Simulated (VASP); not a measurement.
Input of a VASP 6.6.1 run:

Contents of POSCAR:

```
Br
1.0
    2.5833570000      1.7626190000      0.0000000000
    2.5833570000     -1.7626190000      0.0000000000
    0.0000000000      0.0000000000     -8.1143950000
Br
4
Direct
    0.1940000000      0.8060000000      0.8720000000
    0.3060000000      0.6940000000      0.3720000000
    0.8060000000      0.1940000000      0.1280000000
    0.6940000000      0.3060000000      0.6280000000
```

The input INCAR.step1:

```
SYSTEM = Br
ALGO = Normal ; EDIFF = 1E-4
ENCUT = 520 ; GGA = PE
ISMEAR = -1 ; LASPH = .TRUE.
LCHARG = .FALSE. ; LREAL = .FALSE.
LWAVE = .TRUE. ; NBANDS = 22
NELM = 60 ; PREC = Accurate
SIGMA = 0.1
```

INCAR.step2

```
SYSTEM = Br
ALGO = Normal ; EDIFF = 1E-7
ENCUT = 520 ; ISIF = 2
ISMEAR = -1 ; ISTART = 1
LASPH = .TRUE. ; LCHARG = .FALSE.
LMIXTAU = .TRUE. ; LREAL = .FALSE.
LWAVE = .FALSE. ; METAGGA = R2SCAN
NBANDS = 22 ; NELM = 60
PREC = Accurate ; SIGMA = 0.1
```

KPOINTS

```
k-points
0
G
  11 11 4
  0 0 0
```

Potentials or basis: VASP PAW PBE potentials, release 64 (Br).

Launch:

```console
$ cat potpaw_PBE.64/Br/POTCAR > POTCAR
$ cp INCAR.step1 INCAR
$ mpirun -np 1 vasp_std > vasp.out
$ cp INCAR.step2 INCAR
$ mpirun -np 1 vasp_std > vasp.out
```

Question: What does it give for the pressure?

Answer: 31.5 GPa.

Question: What does it give for the band gap on the k mesh?

Answer: Zero (bands 14 and 15 overlap by 0.05 eV).

Forces in eV/Å, atoms in the order of the input:
```
Br   0.000 -0.271 -1.095
Br   0.000  0.271 -1.095
Br   0.000  0.271  1.095
Br   0.000 -0.271  1.095
```

Caveat: the cell stands under pressure; the PAW data sets were made with another functional, which shifts forces and pressure a little.
